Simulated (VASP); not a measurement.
The system is Li.

```
Li
1.0
    -1.75465    1.75465    1.75465
     1.75465   -1.75465    1.75465
     1.75465    1.75465   -1.75465
Li
1
Direct
  0.00000 0.00000 0.00000
```

| Item | Value |
| --- | --- |
| Program | VASP 6.6.1 |
| Task | relaxation of cell and atoms |
| Functional | PBE |
| Potentials or basis | VASP PAW PBE potentials, release 64 (Li_sv) |
| Cutoff | 600 eV |
| k mesh | 16 × 16 × 16 |
| Occupations | gaussian, width 0.02 eV |
| Spin | no spin polarisation |

At the start: pressure -0.9 GPa; volume 21.61 Å³/atom.

Question: How do energy, volume and symmetry change on relaxing?

Answer: Over 5 steps the energy falls by 4.7 meV/atom and the volume is 20.07 Å³/atom (-7.1 %); space group Im-3m (No. 229, to 0.1 Å) before and after.

The path:
```tsv
step	energy change (eV)	largest force (eV/Å)	pressure (GPa)	volume (Å³)
1	0.0000	0.0000	-0.90	21.61
2	-0.0019	0.0000	-0.71	21.23
3	-0.0044	0.0000	-0.25	20.43
4	-0.0016	0.0000	0.91	18.89
5	-0.0047	0.0000	-0.03	20.07
```

Final structure:
```cif
data_structure
_symmetry_space_group_name_H-M 'P 1'
_symmetry_Int_Tables_number 1
_cell_length_a 2.9653
_cell_length_b 2.9653
_cell_length_c 2.9653
_cell_angle_alpha 109.471
_cell_angle_beta 109.471
_cell_angle_gamma 109.471
_cell_volume 20.07
loop_
_atom_site_label
_atom_site_type_symbol
_atom_site_fract_x
_atom_site_fract_y
_atom_site_fract_z
_atom_site_occupancy
Li1 Li 0.00000 0.00000 0.00000 1
```

Caveat: the cutoff is under 1.25 times the usual one of these potentials, so pressure, stress and relaxed cells hold a basis-set (Pulay) error.
